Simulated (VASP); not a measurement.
C, 2 atoms in the cell. It takes space group C2/m (No. 12, monoclinic). Conventional cell: a = 4.269 Å, b = 2.465 Å, c = 3.650 Å, α = 90.00°, β = 112.95°, γ = 90.00°. Within 1.9 Å of C (site symmetry m) lie 3 C at 1.41 to 1.46 Å.  This cell differs from its parent crystal: atoms displaced along several vibrational modes.

| Quantity | Value |
| --- | --- |
| Program | VASP 6.6.1 |
| Task | single point |
| Functional | PBE |
| Dispersion | D3(BJ) |
| Potentials or basis | VASP PAW PBE potentials, release 64 (C) |
| Cutoff | 520 eV |
| k mesh | 15 × 15 × 15 |
| Occupations | gaussian, width 0.05 eV |
| Spin | no spin polarisation |
| Dipole correction | no |
| Further INCAR settings | ALGO = Normal; EDIFF = 1e-07; NBANDS = 11 |

Potentials or basis: VASP PAW PBE potentials, release 64 (C).

The run is started by

```console
$ cat potpaw_PBE.64/C/POTCAR > POTCAR
$ mpirun -np 1 vasp_std > vasp.out
```

Hardware: 1 thread of AMD EPYC 7R13 (shared host).

Estimate the wall time of this run.

It took 4.3 min on 1 thread of AMD EPYC 7R13, with other jobs on the host, peak memory 0.28 GiB. Counts: scf iterations 13, k points 904.
